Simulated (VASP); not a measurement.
A run of VASP 6.6.1:

Contents of INCAR:

```
  PREC = Accurate
  ENCUT = 600
  EDIFF = 1E-7
  ISMEAR = 0
  SIGMA = 0.1
  LREAL = F
  LASPH = T
  NELM = 200
  ALGO = Normal
  ISIF = 3
  LWAVE = F
  LCHARG = F
  GGA = PE
  IBRION = 2
  NSW = 90
  EDIFFG = -0.04
  GGA_COMPAT = F
  NELMIN = 4
  LMAXMIX = 6
```

KPOINTS

```
regular mesh
0
Gamma
  4 4 4
```

POSCAR

```
DyC3
1.0
    2.5141013420     -3.6108406518      0.0000000000
    2.5141013420      3.6108406518      0.0000000000
    0.0000000000      0.0000000000      5.6766048278
Dy C
2 6
Direct
    0.8184187265      0.1815812735      0.2538372636
    0.1815812735      0.8184187265      0.7538372636
    0.1482700360      0.8517299640      0.2469215013
    0.8517299640      0.1482700360      0.7469215013
    0.3221857722      0.6778142278      0.3334680911
    0.6778142278      0.3221857722      0.8334680911
    0.5012754200      0.4987245800      0.8957731740
    0.4987245800      0.5012754200      0.3957731740
```

Potentials or basis: VASP PAW PBE potentials, release 64 (Dy_3, C), 4f in core.

Command:

```sh
$ cat potpaw_PBE.64/Dy_3/POTCAR potpaw_PBE.64/C/POTCAR > POTCAR
$ mpirun -np 1 vasp_std > vasp.out
```

Hardware: 1 thread of Intel(R) Xeon(R) Platinum 8488C (Sapphire Rapids), on a shared host.

Problem. Estimate the wall time of this run.

Solution. Run time: 41 min on 1 thread of Intel(R) Xeon(R) Platinum 8488C (Sapphire Rapids) (shared host), peak memory 0.26 GiB. Counts: scf iterations 707, k points 21, ion steps 90.
